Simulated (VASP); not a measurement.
Set up this calculation in VASP 6.6.1, as the native input.

* Task: single point
* Functional: r2SCAN
* Potentials or basis: VASP PAW PBE potentials, release 64 (Bi_d)
* Cutoff: 550 eV
* k mesh: 7 × 7 × 11
* Occupations: fermi-dirac, width 0.1 eV
* Spin: no spin polarisation
* Dipole correction: no
* Further INCAR settings: ALGO = Normal; EDIFF = 1e-06; NBANDS = 30

Bi:

```
CELL_PARAMETERS angstrom
5.62944 0.00000 0.00000
-2.81472 4.87524 0.00000
0.00000 0.00000 3.30834
ATOMIC_POSITIONS crystal
Bi 0.00000 0.00000 0.00000
Bi 0.33333 0.66667 0.50000
Bi 0.66667 0.33333 0.50000
```

This isn't the form of Bi at room conditions, which is rhombohedral.

These files were run (other wordings do the same):

POSCAR

```
Bi
1.0
    5.6294368053      0.0000000000      0.0000000000
   -2.8147184027      4.8752352824      0.0000000000
    0.0000000000      0.0000000000      3.3083382966
Bi
3
Direct
    0.0000000000      1.0000000000      0.0000000000
    0.3333333333      0.6666666667      0.5000000000
    0.6666666667      0.3333333333      0.5000000000
```

INCAR.step1

```
PREC = Accurate
ENCUT = 550
ISMEAR = -1
SIGMA = 0.1
LREAL = False
LASPH = True
NELM = 120
NBANDS = 30
GGA = PE
ALGO = Normal
EDIFF = 1E-5
LWAVE = True
LCHARG = False
GGA_COMPAT = False
```

INCAR.step2

```
PREC = Accurate
ENCUT = 550
EDIFF = 1E-6
ISMEAR = -1
SIGMA = 0.1
LREAL = False
LASPH = True
NELM = 120
ALGO = Normal
ISIF = 2
LWAVE = False
LCHARG = True
METAGGA = R2SCAN
LMIXTAU = True
LELF = True
LVHAR = True
NBANDS = 30
ISTART = 1
GGA_COMPAT = False
```

KPOINTS

```
regular mesh
0
Gamma
  7 7 11
```

Potentials or basis: VASP PAW PBE potentials, release 64 (Bi_d).

Launch:

```bash
$ cat potpaw_PBE.64/Bi_d/POTCAR > POTCAR
$ cp INCAR.step1 INCAR
$ mpirun -np 1 vasp_std > vasp.out
$ cp INCAR.step2 INCAR
$ mpirun -np 1 vasp_std > vasp.out
```

It gave:

```
Pressure               : 2.5 GPa
Band gap on the k mesh : zero (an odd number of electrons rules out a gap without spin polarisation)
```

Caveat: the PAW data sets were made with another functional, which shifts forces and pressure a little; spin-orbit coupling is left out, which moves the levels of the heavy elements.

Wall time 10 min on 1 thread of Intel Xeon 8259CL (shared host), peak memory 0.32 GiB.
